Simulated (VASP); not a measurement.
Input of a VASP 6.6.1 run:

File INCAR:

```
SYSTEM = NaF
PREC = Accurate
ENCUT = 520
EDIFF = 1E-7
ISMEAR = 0
SIGMA = 0.02
LREAL = .False.
LASPH = .True.
NELM = 100
ALGO = Normal
ISIF = 2
LWAVE = .False.
LCHARG = .False.
GGA = PE
NBANDS = 22
```

KPOINTS

```
Automatic mesh
0
Gamma
  8 8 4
  0 0 0
```

Contents of POSCAR:

```
NaF
1.0
    3.3315466535      0.0000000000      0.0000000000
    0.0000000000      3.3315466535      0.0000000000
    0.0000000000      0.0000000000      6.0388836790
Na F
2 2
Direct
    0.0000000000      0.5000000000      0.0000000000
    0.5000000000      0.0000000000      0.5000000000
    0.5000000000      0.5000000000      0.2500000000
    0.5000000000      0.5000000000      0.7500000000
```

Potentials or basis: VASP PAW PBE potentials, release 64 (Na_pv, F).

The run is started by

```sh
$ cat potpaw_PBE.64/Na_pv/POTCAR potpaw_PBE.64/F/POTCAR > POTCAR
$ mpirun -np 1 vasp_std > vasp.out
```

(1) What does it give for the pressure?

(2) What does it give for the band gap on the k mesh?

Results:

(1) -0.1 GPa.

(2) 4.63 eV, indirect (least direct gap 4.64 eV).
